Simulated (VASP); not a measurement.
# Re (Im-3m) in VASP: a series of runs

The runs below take Re through single point, with PBEsol.

All numbers are computed with VASP 6.6.1; they aren't measurements. Logs are shortened: lines on timing, memory, paths and dates and some standing lists are left out, and cuts for length are marked.

## Step 1: The cell of the first run

The structure is cubic, space group Im-3m (No. 229). The conventional cell has a = 3.060 Å, b = 3.060 Å, c = 3.060 Å, α = 90.00°, β = 90.00°, γ = 90.00°. Within 3.5 Å of Re (site symmetry m-3m) lie 14 Re at 2.65 to 3.06 Å.

This isn't the form of Re at room conditions, which is hcp.

## Step 2: Single point, PBEsol

INCAR

```
SYSTEM = Re
  PREC = Accurate
  ENCUT = 600
  EDIFF = 1E-6
  ISMEAR = 0
  SIGMA = 0.05
  LREAL = .False.
  LASPH = .True.
  NELM = 120
  ALGO = Normal
  ISIF = 2
  LWAVE = .False.
  LCHARG = .True.
  GGA = PS
  LELF = .True.
  LVHAR = .True.
  NBANDS = 10
  GGA_COMPAT = .False.
```

KPOINTS

```
Automatic mesh
0
Gamma
  12 12 12
  0 0 0
```

POSCAR

```
Re
1.0
   -1.5301549543      1.5301549543      1.5301549543
    1.5301549543     -1.5301549543      1.5301549543
    1.5301549543      1.5301549543     -1.5301549543
Re
1
Direct
    0.0000000000      0.0000000000      0.0000000000
```

Potentials or basis: VASP PAW PBE potentials, release 64 (Re).

Run with:

```
$ cat potpaw_PBE.64/Re/POTCAR > POTCAR
$ mpirun -np 1 vasp_std > vasp.out
```

OUTCAR:

```text
SYSTEM = Re
   PREC = Accurate
   ENCUT = 600
   EDIFF = 1E-6
   ISMEAR = 0
   LREAL = .False.
   LASPH = .True.
   NELM = 120
   ISIF = 2
   GGA = PS

 ion  position               nearest neighbor table
   1  0.000  0.000  0.000-

  LATTYP: Found a body centered cubic cell.
 ALAT       =     3.0603099086

  Lattice vectors:

 A1 = (  -1.5301549543,   1.5301549543,   1.5301549543)
 A2 = (   1.5301549543,  -1.5301549543,   1.5301549543)
 A3 = (   1.5301549543,   1.5301549543,  -1.5301549543)

Analysis of symmetry for initial positions (statically):
=====================================================================
 Subroutine PRICEL returns:
 Original cell was already a primitive cell.

 Routine SETGRP: Setting up the symmetry group for a
 body centered cubic supercell.

 Subroutine GETGRP returns: Found 48 space group operations
 (whereof 48 operations were pure point group operations)
 out of a pool of 48 trial point group operations.

The static configuration has the point symmetry O_h .

Analysis of symmetry for dynamics (positions and initial velocities):
=====================================================================
 Subroutine PRICEL returns:
 Original cell was already a primitive cell.

 Routine SETGRP: Setting up the symmetry group for a
 body centered cubic supercell.

 Subroutine GETGRP returns: Found 48 space group operations
 (whereof 48 operations were pure point group operations)
 out of a pool of 48 trial point group operations.

The dynamic configuration has the point symmetry O_h .

 Subroutine INISYM returns: Found 48 space group operations
 (whereof 48 operations are pure point group operations),
 and found     1 'primitive' translations

----------------------------------------------------------------------------------------

                                     Primitive cell

  volume of cell :      14.3307

  direct lattice vectors                    reciprocal lattice vectors
    -1.530154954  1.530154954  1.530154954     0.000000000  0.326764292  0.326764292
     1.530154954 -1.530154954  1.530154954     0.326764292  0.000000000  0.326764292
     1.530154954  1.530154954 -1.530154954     0.326764292  0.326764292  0.000000000

  length of vectors
     2.650306124  2.650306124  2.650306124     0.462114493  0.462114493  0.462114493

  position of ions in fractional coordinates (direct lattice)
     0.000000000  0.000000000  0.000000000

  ion indices of the primitive-cell ions
[... 79 lines left out ...]
   NFREE  =      0    steps in history (QN), initial steepest desc. (CG)
   ISIF   =      2    stress and relaxation
   ISYM   =      2    0-nonsym 1-usesym 2-fastsym
   POTIM  = 0.5000    time-step for ionic-motion
   TEBEG  =    0.0;   TEEND  =   0.0 temperature during run
   PSTRESS=    0.0 pullay stress
   NELECT =       7.0000    total number of electrons
   NUPDOWN=      -1.0000    fix difference up-down
   EMIN   =  10.00;   EMAX   =-10.00  energy-range for DOS
   EFERMI =   0.00;   METHOD = LEGACY
   ISMEAR =     0;   SIGMA  =   0.05  broadening in eV -4-tet -1-fermi 0-gaus
   EFERMI_NEDOS =   21; number of points for ismear=-14 and -15
   IALGO  =     38    algorithm
   IMIX   =      4    mixing-type and parameters
     AMIX     =   0.40;   BMIX     =  1.00
     AMIX_MAG =   1.60;   BMIX_MAG =  1.00
  volume/ion in A,a.u.               =      14.33        96.71
  Fermi-wavevector in a.u.,A,eV,Ry     =   1.289294  2.436413 22.616694  1.662280
  Thomas-Fermi vector in A             =   2.421196
   LORBIT       =      0    0 simple, 1 ext, 2 COOP (PROOUT), +10 PAW based schemes
   GGA     = PS    functional components
   LHFCALC =     F    Hartree Fock is set to
   AEXX    =    0.0000 exact exchange contribution
   IVDW    =     0    specifies the selected vdW correction
   LEPSILON=     F    determine dielectric tensor
   LRPA    =     F    only Hartree local field effects (RPA)
 non-spin polarized calculation
 Gauss-broadening in eV      SIGMA  =   0.05
  energy-cutoff  :      600.00
  volume of cell :       14.33
 maximum number of plane-waves:       490
 NGX is ok and might be reduce to    24
   NGX = 11   NGY = 11   NGZ = 11

 number of electron       7.0000000 magnetization

 Free energy of the ion-electron system (eV)
  ---------------------------------------------------
  ext. energy  EPLUGINS =         0.00000000
  ---------------------------------------------------
  free energy    TOTEN  =       -13.01037827 eV

  energy without entropy =      -13.00846421  energy(sigma->0) =      -13.00942124

 E-fermi :   9.0251     XC(G=0): -13.9647

 val. band max:        9.0209390805   @ k =   0.5000   0.5000   0.3333
 cond. band min:       9.0696054691   @ k =   0.5000   0.5000   0.0833
 fundamental gap:      0.0486663885
 Fermi energy:         9.0250667876

 k-point     1 :       0.0000    0.0000    0.0000
  band No.  band energies     occupation
      1      -2.0256      2.00000
      2       6.1947      2.00000
      3       6.1947      2.00000
      4       6.1947      2.00000
      5       9.7838      0.00000
      6       9.7838      0.00000
      7      24.6392      0.00000
      8      24.6392      0.00000
      9      24.6392      0.00000
     10      37.1801      0.00000
[... 287 lines left out ...]
 k-point    24 :       0.4167    0.0833    0.0833
  band No.  band energies     occupation
      1       1.9047      2.00000
      2       3.8123      2.00000
      3       7.7851      2.00000
      4       9.9361      0.00000
      5      10.6624      0.00000
      6      15.3550      0.00000
      7      18.4889      0.00000
      8      21.6958      0.00000
      9      25.2599      0.00000
     10      33.9500      0.00000

 [... further k-points ...]

------------------------ aborting loop because EDIFF is reached ----------------------------------------

  FORCE on cell =-STRESS in cart. coord.  units (eV):
  Direction    XX          YY          ZZ          XY          YZ          ZX
  --------------------------------------------------------------------------------------
  -------------------------------------------------------------------------------------
  Total        0.9355103      0.9355103      0.9355103      0.0000000      0.0000000     -0.0000000
  in kB      104.5906640    104.5906640    104.5906640      0.0000000      0.0000000     -0.0000000
  external PRESSURE =     104.5906640 kB  Pullay stress =       0.0000000 kB

 VOLUME and BASIS-vectors are now :
 -----------------------------------------------------------------------------
  energy-cutoff  :      600.00
  volume of cell :       14.33
      direct lattice vectors                 reciprocal lattice vectors
    -1.530154954  1.530154954  1.530154954     0.000000000  0.326764292  0.326764292
     1.530154954 -1.530154954  1.530154954     0.326764292  0.000000000  0.326764292
     1.530154954  1.530154954 -1.530154954     0.326764292  0.326764292  0.000000000

 POSITION                                       TOTAL-FORCE (eV/Angst)
 -----------------------------------------------------------------------------------
      0.00000      0.00000      0.00000        -0.000000     -0.000000      0.000000
 -----------------------------------------------------------------------------------
    total drift:                                0.000000      0.000000      0.000000

  FREE ENERGIE OF THE ION-ELECTRON SYSTEM (eV)
  ---------------------------------------------------
  free  energy   TOTEN  =       -13.0103782694 eV

  energy  without entropy=      -13.0084642081  energy(sigma->0) =      -13.00942124
```

It took 8.1 s on 1 thread of AMD EPYC 9R45 (Zen 5), shared host; peak memory 0.12 GiB.

Results:

| Quantity | Value |
| --- | --- |
| Free energy | -13.0104 eV |
| Pressure | 10.5 GPa |
| Band gap on the k mesh | zero (an odd number of electrons rules out a gap without spin polarisation) |

Levels at points of the mesh, in eV from the Fermi level:
```csv
k point,band 1,band 2,band 3,band 4,band 5,band 6,band 7,band 8
"(0.00, 0.00, 0.00)",-11.05,-2.83,-2.83,-2.83,0.76,0.76,15.61,15.61
"(0.50, 0.00, 0.00)",-7.81,-5.20,-0.01,0.67,1.60,4.74,10.47,12.02
"(0.50, 0.50, 0.50)",-7.47,-7.47,3.74,3.74,3.74,8.15,8.15,8.15
```

Caveat: the cell stands under pressure; the PAW data sets were made with another functional, which shifts forces and pressure a little; spin-orbit coupling is left out, which moves the levels of the heavy elements.

## Step 3: Single point, PBEsol

This run uses another cell than the first one, of 14.01 Å³/atom.

INCAR

```
PREC = Accurate ; ENCUT = 600
EDIFF = 1E-6 ; ISMEAR = 0
SIGMA = 0.05 ; LREAL = F
LASPH = T ; NELM = 120
ALGO = Normal ; ISIF = 2
LWAVE = F ; LCHARG = F
GGA = PS ; NBANDS = 10
GGA_COMPAT = F
```

KPOINTS

```
Automatic mesh
0
Gamma
  12 12 12
```

POSCAR

```
Re
1.0
   -1.5186750377      1.5186750377      1.5186750377
    1.5186750377     -1.5186750377      1.5186750377
    1.5186750377      1.5186750377     -1.5186750377
Re
1
Direct
    0.0000000000      0.0000000000      0.0000000000
```

Potentials or basis: VASP PAW PBE potentials, release 64 (Re).

Run with:

```
$ cat potpaw_PBE.64/Re/POTCAR > POTCAR
$ mpirun -np 1 vasp_std > vasp.out
```

Wall time 7.7 s (1 thread of AMD EPYC 9R45 (Zen 5), shared host); peak memory 0.12 GiB.

The run converged. Its results:

```
Free energy            : -12.9793 eV
Pressure               : 20.8 GPa
Band gap on the k mesh : zero (an odd number of electrons rules out a gap without spin polarisation)
```

Levels at points of the mesh, in eV from the Fermi level:
| k point | band 1 | band 2 | band 3 | band 4 | band 5 | band 6 |
| --- | --- | --- | --- | --- | --- | --- |
| (0.00, 0.00, 0.00) | -11.23 | -2.92 | -2.92 | -2.92 | 0.77 | 0.77 |
| (0.50, 0.00, 0.00) | -8.02 | -5.36 | 0.03 | 0.70 | 1.66 | 4.91 |
| (0.50, 0.50, 0.50) | -7.72 | -7.72 | 3.87 | 3.87 | 3.87 | 8.31 |

Caveat: the cell stands under pressure; the PAW data sets were made with another functional, which shifts forces and pressure a little; spin-orbit coupling is left out, which moves the levels of the heavy elements.

## Step 4: Single point, PBEsol

This run uses another cell than the first one, of 14.69 Å³/atom.

INCAR

```
SYSTEM = Re
ALGO = Normal ; EDIFF = 1E-6
ENCUT = 600 ; GGA = PS
GGA_COMPAT = .FALSE. ; ISIF = 2
ISMEAR = 0 ; LASPH = .TRUE.
LCHARG = .FALSE. ; LREAL = .FALSE.
LWAVE = .FALSE. ; NBANDS = 10
NELM = 120 ; PREC = Accurate
SIGMA = 0.05
```

KPOINTS

```
k-points
0
G
  12 12 12
  0 0 0
```

POSCAR

```
Re
1.0
   -1.5429329676      1.5429329676      1.5429329676
    1.5429329676     -1.5429329676      1.5429329676
    1.5429329676      1.5429329676     -1.5429329676
Re
1
Direct
    0.0000000000      0.0000000000      0.0000000000
```

Run with:

```
$ cat potpaw_PBE.64/Re/POTCAR > POTCAR
$ mpirun -np 1 vasp_std > vasp.out
```

Run time: 8.2 s. Hardware: 1 thread of AMD EPYC 9R45 (Zen 5), shared host; peak memory 0.12 GiB.

The run converged. Its results:

```
Free energy            : -13.0222 eV
Pressure               : 0.2 GPa
Band gap on the k mesh : zero (an odd number of electrons rules out a gap without spin polarisation)
```

Levels at points of the mesh, in eV from the Fermi level:
| k point | band 1 | band 2 | band 3 | band 4 | band 5 | band 6 |
| --- | --- | --- | --- | --- | --- | --- |
| (0.00, 0.00, 0.00) | -10.85 | -2.74 | -2.74 | -2.74 | 0.74 | 0.74 |
| (0.50, 0.00, 0.00) | -7.59 | -5.02 | -0.04 | 0.64 | 1.53 | 4.55 |
| (0.50, 0.50, 0.50) | -7.21 | -7.21 | 3.60 | 3.60 | 3.60 | 7.99 |

Caveat: the PAW data sets were made with another functional, which shifts forces and pressure a little; spin-orbit coupling is left out, which moves the levels of the heavy elements.

## Step 5: Single point, PBEsol

This run uses another cell than the first one, of 14.50 Å³/atom.

INCAR

```
SYSTEM = Re
ALGO     = Normal         ! electronic algorithm
EDIFF    = 1E-6           ! SCF threshold, eV
ENCUT    = 600            ! plane-wave cutoff, eV
GGA      = PS             ! functional
GGA_COMPAT= .False.      
ISIF     = 2              ! what is computed and relaxed
ISMEAR   = 0              ! smearing method
LASPH    = .True.         ! aspherical terms in the spheres
LCHARG   = .False.        ! write CHGCAR
LREAL    = .False.        ! projectors in reciprocal space
LWAVE    = .False.        ! write WAVECAR
NBANDS   = 10             ! bands
NELM     = 120            ! most SCF steps
PREC     = Accurate       ! precision mode
SIGMA    = 0.05           ! smearing width, eV
```

KPOINTS

```
k-points
0
Gamma
  12 12 12
  0 0 0
```

POSCAR

```
Re
1.0
   -1.5363197744      1.5363197744      1.5363197744
    1.5363197744     -1.5363197744      1.5363197744
    1.5363197744      1.5363197744     -1.5363197744
Re
1
Direct
    0.0000000000      0.0000000000      0.0000000000
```

Potentials or basis: VASP PAW PBE potentials, release 64 (Re).

Run with:

```
$ cat potpaw_PBE.64/Re/POTCAR > POTCAR
$ mpirun -np 1 vasp_std > vasp.out
```

OUTCAR:

```text
SYSTEM = Re
   EDIFF = 1E-6
   ENCUT = 600
   GGA = PS
   ISIF = 2
   ISMEAR = 0
   LASPH = .True.
   LREAL = .False.
   NELM = 120
   PREC = Accurate

 ion  position               nearest neighbor table
   1  0.000  0.000  0.000-

  LATTYP: Found a body centered cubic cell.
 ALAT       =     3.0726395488

  Lattice vectors:

 A1 = (  -1.5363197744,   1.5363197744,   1.5363197744)
 A2 = (   1.5363197744,  -1.5363197744,   1.5363197744)
[... 490 lines left out ...]
      8      21.4888      0.00000
      9      24.9143      0.00000
     10      33.6742      0.00000

 [... further k-points ...]

------------------------ aborting loop because EDIFF is reached ----------------------------------------

  FORCE on cell =-STRESS in cart. coord.  units (eV):
  Direction    XX          YY          ZZ          XY          YZ          ZX
  --------------------------------------------------------------------------------------
  -------------------------------------------------------------------------------------
  Total        0.4845013      0.4845013      0.4845013      0.0000000      0.0000000     -0.0000000
  in kB       53.5180945     53.5180945     53.5180945      0.0000000      0.0000000     -0.0000000
  external PRESSURE =      53.5180945 kB  Pullay stress =       0.0000000 kB

 VOLUME and BASIS-vectors are now :
 -----------------------------------------------------------------------------
  energy-cutoff  :      600.00
  volume of cell :       14.50
      direct lattice vectors                 reciprocal lattice vectors
    -1.536319774  1.536319774  1.536319774     0.000000000  0.325453078  0.325453078
     1.536319774 -1.536319774  1.536319774     0.325453078  0.000000000  0.325453078
     1.536319774  1.536319774 -1.536319774     0.325453078  0.325453078  0.000000000

 POSITION                                       TOTAL-FORCE (eV/Angst)
 -----------------------------------------------------------------------------------
      0.00000      0.00000      0.00000         0.000000      0.000000      0.000000
 -----------------------------------------------------------------------------------
    total drift:                                0.000000      0.000000      0.000000

  FREE ENERGIE OF THE ION-ELECTRON SYSTEM (eV)
  ---------------------------------------------------
  free  energy   TOTEN  =       -13.0189778256 eV

  energy  without entropy=      -13.0171358645  energy(sigma->0) =      -13.01805685
```

Wall time 7.9 s (1 thread of AMD EPYC 9R45 (Zen 5), shared host); peak memory 0.12 GiB.

What came out:

```yaml
Free_energy: -13.0190 eV
Pressure: 5.4 GPa
Band_gap_on_the_k_mesh: zero (an odd number of electrons rules out a gap without spin polarisation)
```

Levels at points of the mesh, in eV from the Fermi level:
| k point | band 1 | band 2 | band 3 | band 4 | band 5 | band 6 | band 7 |
| --- | --- | --- | --- | --- | --- | --- | --- |
| (0.00, 0.00, 0.00) | -10.95 | -2.78 | -2.78 | -2.78 | 0.75 | 0.75 | 15.60 |
| (0.50, 0.00, 0.00) | -7.70 | -5.11 | -0.02 | 0.65 | 1.57 | 4.65 | 10.28 |
| (0.50, 0.50, 0.50) | -7.35 | -7.35 | 3.67 | 3.67 | 3.67 | 8.07 | 8.07 |

Caveat: the cell stands under pressure; the PAW data sets were made with another functional, which shifts forces and pressure a little; spin-orbit coupling is left out, which moves the levels of the heavy elements.

## Step 6: Summary

| cell | gap on the mesh (eV) | pressure (GPa) |
| --- | --- | --- |
| a = 2.650 Å, angles 109.5°, 1 atom | none | 10.5 |
| a = 2.630 Å, angles 109.5°, 1 atom | none | 20.8 |
| a = 2.672 Å, angles 109.5°, 1 atom | none | 0.2 |
| a = 2.661 Å, angles 109.5°, 1 atom | none | 5.4 |

Alike in all rows: task single point; level PBEsol; potentials or basis VASP PAW PBE potentials, release 64 (Re); no spin polarisation; k mesh 12 × 12 × 12; cutoff (eV) 600; smearing gaussian 0.05 eV.

Caveats: the PAW data sets were made with another functional, which shifts forces and pressure a little; spin-orbit coupling is left out, which moves the levels of the heavy elements; the cell stands under pressure (at least some runs).

Absolute energies hang on the potentials; compare differences alone.
